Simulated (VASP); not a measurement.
Set up this calculation in VASP 6.6.1, as the native input.

```
Task                   : single point
Functional             : PBE
Potentials or basis    : VASP PAW PBE potentials, release 64 (Ga_d, As)
Cutoff                 : 500 eV
k mesh                 : 3 × 3 × 3
Occupations            : gaussian, width 0.01 eV
Spin                   : no spin polarisation
Dipole correction      : no
Further INCAR settings : ALGO = Normal; EDIFF = 1e-06; NBANDS = 16
```

The structure of GaAs lies in POSCAR:

```
GaAs
1.0
    0.0000000000      2.8270000000      2.8270000000
    2.8270000000      0.0000000000      2.8270000000
    2.8270000000      2.8270000000      0.0000000000
Ga As
1 1
Direct
    0.0000000000      0.0000000000      0.0000000000
    0.2500000000      0.2500000000      0.2500000000
```

The input as run:

INCAR

```
SYSTEM = GaAs
  PREC = Accurate
  ENCUT = 500
  EDIFF = 1E-6
  ISMEAR = 0
  SIGMA = 0.01
  LREAL = .False.
  LASPH = .True.
  NELM = 120
  ALGO = Normal
  ISIF = 2
  LWAVE = .False.
  LCHARG = .False.
  GGA = PE
  NBANDS = 16
  GGA_COMPAT = .False.
```

KPOINTS

```
Automatic mesh
0
Gamma
  3 3 3
  0 0 0
```

Potentials or basis: VASP PAW PBE potentials, release 64 (Ga_d, As).

Command:

```console
$ cat potpaw_PBE.64/Ga_d/POTCAR potpaw_PBE.64/As/POTCAR > POTCAR
$ mpirun -np 1 vasp_std > vasp.out
```

It gave:

| Property | Result |
| --- | --- |
| Pressure | 4.6 GPa |
| Band gap on the k mesh | 0.49 eV, direct |

Caveat: the k points lie up to 0.64 Å⁻¹ apart.

It took 7.7 s on 1 thread of AMD EPYC 7R13 Processor (Zen 3), with other jobs on the host, peak memory 0.13 GiB.
